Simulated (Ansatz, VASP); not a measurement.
One calculation of Be4Os, two programs

```
Be Os
1.0
    -2.52219    2.52219    1.82742
     2.52219   -2.52219    1.82742
     2.52219    2.52219   -1.82742
Be Os
4 1
Direct
  0.19696 0.50000 0.69696
  0.50000 0.19696 0.69696
  0.50000 0.80304 0.30304
  0.80304 0.50000 0.30304
  0.00000 0.00000 0.00000
```

Change from the starting cell: species swapped into the Sn4Au type (Ccce, No. 68).

Alike in both runs: functional PBE; k mesh 6 × 6 × 6; occupations gaussian, width 0.1 eV; no spin polarisation.

Ansatz relaxed the structure, and its values are those at the end. VASP's run is a single point on that final structure, the one shown.

```csv
,VASP,Ansatz
version,VASP 6.6.1,Ansatz 0.2.0
potentials or method,"VASP PAW PBE potentials, release 64 (Be, Os), cutoff 520 eV","scalar-relativistic, plane waves, PAW"
valence electrons in the cell,16,24
```

|  | VASP | Ansatz | Ansatz less VASP |
| --- | --- | --- | --- |
| gap on the k mesh at the Fermi level (eV) | none | none | - |
| pressure (GPa) | 0.0 | -0.2 | -0.22 |
| rms of the force components (eV/Å) | 0.004 | 0.006 | +0.0016 |

A gap of «none» marks a metal or a gap that the smearing closes. With one functional, cell and mesh, what is left measures potentials, basis and numerics. VASP's potentials hold 16 valence electrons a cell and Ansatz's 24, so a difference there can come from the potentials and not from the codes.

Neither program's run includes spin-orbit coupling.
